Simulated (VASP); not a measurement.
Wanted: the native input for a VASP 6.6.1 run.

- Task: single point
- Functional: PBEsol
- Potentials or basis: VASP PAW PBE potentials, release 64 (Li_sv, Cl, H)
- Cutoff: 520 eV
- k mesh: 2 × 2 × 2
- Occupations: gaussian, width 0.02 eV
- Spin: collinear spin
- Starting moments: [0.0, 0.0, 0.0, 0.0, 0.0, 0.0, 0.0, 0.0, 0.07, 0.07, 0.07, 0.0, 0.07, 0.0, 0.0, 0.0, 0.54] μB
- Dipole correction: no
- Further INCAR settings: LREAL = Auto; ALGO = Normal; EDIFF = 1e-06; NBANDS = 58

The structure of Li8HCl8 (a cell with a defect) lies in POSCAR:

```
Li8HCl8
1.0
    0.0000000000      5.0842450000      5.0842450000
    5.0842450000      0.0000000000      5.0842450000
    5.0842450000      5.0842450000      0.0000000000
Li Cl H
8 8 1
Direct
    0.0006560463      0.0006936133      0.0011937859
    0.0005651773      0.0006639137      0.4972973372
   -0.0133420990      0.5114134940      0.0013806376
   -0.0078269242      0.5047459357      0.5010604328
    0.5112277241     -0.0133001065      0.0015251035
    0.5053644150     -0.0085156203      0.5010066391
    0.4947738553      0.4947638243      0.0070145125
    0.4938473657      0.4937968174      0.5037485408
    0.2507268041      0.2508341947      0.2134561769
    0.2505345435      0.2506153814      0.7878965313
    0.2476022497      0.7473175467      0.2526031889
    0.2502512172      0.7604648281      0.7447728227
    0.7474382135      0.2476076586      0.2525460516
    0.7603946112      0.2503601813      0.7447917046
    0.7490287152      0.7490377627      0.2508676313
    0.7491466285      0.7491456450      0.7507885635
    0.2893509262      0.2884499075      0.4633626035
```

The input as run:

INCAR

```
SYSTEM = Li8HCl8
  PREC = Accurate
  ENCUT = 520
  EDIFF = 1E-6
  ISMEAR = 0
  SIGMA = 0.02
  LREAL = Auto
  LASPH = .True.
  NELM = 150
  ALGO = Normal
  ISIF = 2
  LWAVE = .False.
  LCHARG = .False.
  ISPIN = 2
  MAGMOM = 0 0 0 0 0 0 0 0 0.07 0.07 0.07 0 0.07 0 0 0 0.54
  LORBIT = 11
  GGA = PS
  NBANDS = 58
```

KPOINTS

```
regular mesh
0
Gamma
  2 2 2
  0 0 0
```

Potentials or basis: VASP PAW PBE potentials, release 64 (Li_sv, Cl, H).

Launch:

```bash
$ cat potpaw_PBE.64/Li_sv/POTCAR potpaw_PBE.64/Cl/POTCAR potpaw_PBE.64/H/POTCAR > POTCAR
$ mpirun -np 1 vasp_std > vasp.out
```

Results of the run:

```
Largest force                                         : 0.149 eV/Å
Net moment                                            : 0.00 μB per cell
Valence electrons inside the program's atomic spheres : Li 2.05, 2.06, 2.04 (each value once); Cl 5.10, 5.14, 5.15 (each value once); H 0.47
```

Caveat: the k points lie up to 0.54 Å⁻¹ apart; the PAW data sets were made with another functional, which shifts forces and pressure a little.

Wall time 15 min on 1 thread of Intel Xeon 8259CL, on a shared host, peak memory 0.57 GiB.
